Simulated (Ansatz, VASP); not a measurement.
## Na2AlHgCl6: VASP beside Ansatz

Contents of INCAR:

```
ALGO = Normal
EDIFF = 1E-6
ENCUT = 520
GGA = PE
ISIF = 2
ISMEAR = 0
LASPH = True
LCHARG = True
LELF = True
LREAL = False
LVHAR = True
LWAVE = False
NBANDS = 46
NELM = 80
PREC = Accurate
SIGMA = 0.1
```

KPOINTS

```
k-points
0
Gamma
  6 6 6
```

File POSCAR:

```
Na2AlHgCl6
1.0
    0.0000000000      4.7528787755      4.7528787755
    4.7528787755      0.0000000000      4.7528787755
    5.3754382955      5.3754382955     -0.6225595200
Na Al Hg Cl
2 1 1 6
Direct
    0.7540881393      0.7540881393      0.7377355821
    0.2459118607      0.2459118607      0.2622644179
    0.0000000000      0.0000000000      0.0000000000
    0.5000000000      0.5000000000      0.5000000000
    0.7947136884      0.2373236352      0.1732489880
    0.2052863116      0.2052863116      0.8267510120
    0.2052863116      0.7626763648      0.8267510120
    0.2373236352      0.7947136884      0.1732489880
    0.7626763648      0.2052863116      0.8267510120
    0.7947136884      0.7947136884      0.1732489880
```

Input for Ansatz:

```yaml
crystal:
  lattice:
    - [0.0, 4.7528787755, 4.7528787755]
    - [4.7528787755, 0.0, 4.7528787755]
    - [5.3754382955, 5.3754382955, -0.62255952]
  atoms:
    - { symbol: Na, position: [0.7540881393, 0.7540881393, 0.7377355821] }
    - { symbol: Na, position: [0.2459118607, 0.2459118607, 0.2622644179] }
    - { symbol: Al, position: [0.0, 0.0, 0.0] }
    - { symbol: Hg, position: [0.5, 0.5, 0.5] }
    - { symbol: Cl, position: [0.7947136884, 0.2373236352, 0.173248988] }
    - { symbol: Cl, position: [0.2052863116, 0.2052863116, 0.826751012] }
    - { symbol: Cl, position: [0.2052863116, 0.7626763648, 0.826751012] }
    - { symbol: Cl, position: [0.2373236352, 0.7947136884, 0.173248988] }
    - { symbol: Cl, position: [0.7626763648, 0.2052863116, 0.826751012] }
    - { symbol: Cl, position: [0.7947136884, 0.7947136884, 0.173248988] }
basis:
  ecutwfc: 420
kpoints:
  mp_grid: { grid: [6, 6, 6] }
hamiltonian:
  xc: pbe
scf:
  occupations: { method: gaussian, width: 0.1 }
output:
  forces: true
  stress: true
  eigenvalues: true
```

Alike in both runs: task single point; functional PBE; k mesh 6 × 6 × 6; occupations gaussian, width 0.1 eV; no spin polarisation.

|  | VASP | Ansatz |
| --- | --- | --- |
| version | VASP 6.6.1 | Ansatz 0.2.0 |
| potentials or method | VASP PAW PBE potentials, release 64 (Na_pv, Al, Hg, Cl), cutoff 520 eV | scalar-relativistic, plane waves, PAW |
| valence electrons in the cell | 71 | 83 |

|  | VASP | Ansatz | Ansatz less VASP |
| --- | --- | --- | --- |
| gap on the k mesh at the Fermi level (eV) | none | none | - |
| pressure (GPa) | 11.3 | 11.4 | +0.11 |
| traceless stress, the component that is largest in VASP (GPa) | -0.28 | -0.28 | -0.007 |
| rms of the force components (eV/Å) | 2.242 | 2.259 | +0.0169 |

Atom by atom the forces differ by 0.017 eV/Å (rms over components). A gap of «none» marks a metal or a gap that the smearing closes. VASP's potentials hold 71 valence electrons a cell and Ansatz's 83, so a difference there can come from the potentials and not from the codes.

Neither program's run includes spin-orbit coupling.
